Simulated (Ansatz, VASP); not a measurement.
## La in VASP and in Ansatz

INCAR

```
SYSTEM = La
  ALGO = Normal
  EDIFF = 1E-7
  ENCUT = 520
  GGA = PE
  ISIF = 2
  ISMEAR = -1
  LASPH = .TRUE.
  LCHARG = .FALSE.
  LREAL = .FALSE.
  LWAVE = .FALSE.
  NBANDS = 12
  NELM = 80
  PREC = Accurate
  SIGMA = 0.05
```

File KPOINTS:

```
k-points
0
G
  12 12 12
  0 0 0
```

File POSCAR:

```
La
1.0
    0.0000000000      2.6480000000      2.6480000000
    2.6480000000      0.0000000000      2.6480000000
    2.6480000000      2.6480000000      0.0000000000
La
1
Direct
    0.0000000000      0.0000000000      0.0000000000
```

Input for Ansatz:

```yaml
crystal:
  lattice:
    - [0.0, 2.648, 2.648]
    - [2.648, 0.0, 2.648]
    - [2.648, 2.648, 0.0]
  atoms:
    - { symbol: La, position: [0.0, 0.0, 0.0] }
kpoints:
  mp_grid: { grid: [12, 12, 12] }
scf:
  occupations: { method: fermi_dirac, width: 0.05 }
hamiltonian:
  xc: pbe
  pseudopotentials:
    kind: all_electron
    lapw: { basis_error: 0.00025 }
    dirac_shells: { La: ["4p", "3d"] }
output:
  forces: true
  stress: true
  eigenvalues: true
```

Alike in both runs: task single point; functional PBE; k mesh 12 × 12 × 12; occupations fermi-dirac, width 0.05 eV; no spin polarisation.

|  | VASP | Ansatz |
| --- | --- | --- |
| version | VASP 6.6.1 | Ansatz 0.2.0 |
| potentials or method | VASP PAW PBE potentials, release 64 (La), cutoff 520 eV | all-electron LAPW, scalar-relativistic |

|  | VASP | Ansatz | Ansatz less VASP |
| --- | --- | --- | --- |
| pressure (GPa) | -0.2 | -0.2 | -0.04 |

Ansatz ran all-electron here, and VASP with PAW potentials.

Spin-orbit coupling is off throughout.
